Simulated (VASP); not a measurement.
Here is a VASP 6.6.1 calculation.

File INCAR:

```
SYSTEM = KCl
ALGO = Normal
EDIFF = 1E-6
ENCUT = 520
GGA = PE
ISIF = 2
ISMEAR = -1
LASPH = .True.
LCHARG = .True.
LELF = .True.
LREAL = .False.
LVHAR = .True.
LWAVE = .False.
NBANDS = 15
NELM = 80
PREC = Accurate
SIGMA = 0.02
```

KPOINTS

```
k-points
0
Gamma
  7 7 7
  0 0 0
```

File POSCAR:

```
KCl
1.0
    3.6340000000     -0.0181700000     -0.0181700000
   -0.0181700000      3.6340000000     -0.0181700000
   -0.0181700000     -0.0181700000      3.6340000000
K Cl
1 1
Direct
    0.0000000000      0.0000000000      0.0000000000
    0.5000000000      0.5000000000      0.5000000000
```

Potentials or basis: VASP PAW PBE potentials, release 64 (K_sv, Cl).

Command:

```bash
$ cat potpaw_PBE.64/K_sv/POTCAR potpaw_PBE.64/Cl/POTCAR > POTCAR
$ mpirun -np 1 vasp_std > vasp.out
```

Q: Predict the pressure.

A: 4.5 GPa.

Q: Estimate the band gap on the k mesh.

A: 5.61 eV, indirect (least direct gap 5.81 eV).

Stress tensor (GPa, compression positive):
```
4.55 0.17 0.17
0.17 4.55 0.17
0.17 0.17 4.55
```

Caveat: the cell differs from its parent crystal (equal xy, yz and zx shear strains of -1 %). A k mesh can miss the band edges.
